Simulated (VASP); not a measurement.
Set up this calculation in VASP 6.6.1, as the native input.

```yaml
Task: single point
Functional: PBE
Potentials_or_basis: VASP PAW PBE potentials, release 64 (B, P)
Cutoff: 520 eV
k_mesh: 12 × 12 × 12
Occupations: gaussian, width 0.05 eV
Spin: no spin polarisation
Dipole_correction: no
Further_INCAR_settings: ALGO = Normal; EDIFF = 1e-06; NBANDS = 11
```

The structure of BP lies in POSCAR:

```
BP
1.0
    0.0000000000      2.1165187956      2.2935834370
    2.2935834370      0.0000000000      2.2935834370
    2.2935834370      2.1165187956      0.0000000000
B P
1 1
Direct
    0.0000000000      0.0000000000      0.0000000000
    0.7500000000      0.7500000000      0.7500000000
```

The input as run:

INCAR

```
  PREC = Accurate
  ENCUT = 520
  EDIFF = 1E-6
  ISMEAR = 0
  SIGMA = 0.05
  LREAL = F
  LASPH = T
  NELM = 80
  ALGO = Normal
  ISIF = 2
  LWAVE = F
  LCHARG = T
  GGA = PE
  LELF = T
  LVHAR = T
  NBANDS = 11
```

KPOINTS

```
regular mesh
0
Gamma
  12 12 12
```

Potentials or basis: VASP PAW PBE potentials, release 64 (B, P).

Run with:

```console
$ cat potpaw_PBE.64/B/POTCAR potpaw_PBE.64/P/POTCAR > POTCAR
$ mpirun -np 1 vasp_std > vasp.out
```

It gave:

```yaml
Pressure: 9.4 GPa
Band_gap_on_the_k_mesh: zero (bands 4 and 5 overlap by 0.03 eV)
```

Caveat: the cell stands under pressure; semilocal functionals underestimate gaps, so a narrow gap can read as zero.

Wall time 45 s on 1 thread of Intel Xeon 8259CL, with other jobs on the host, peak memory 0.16 GiB.
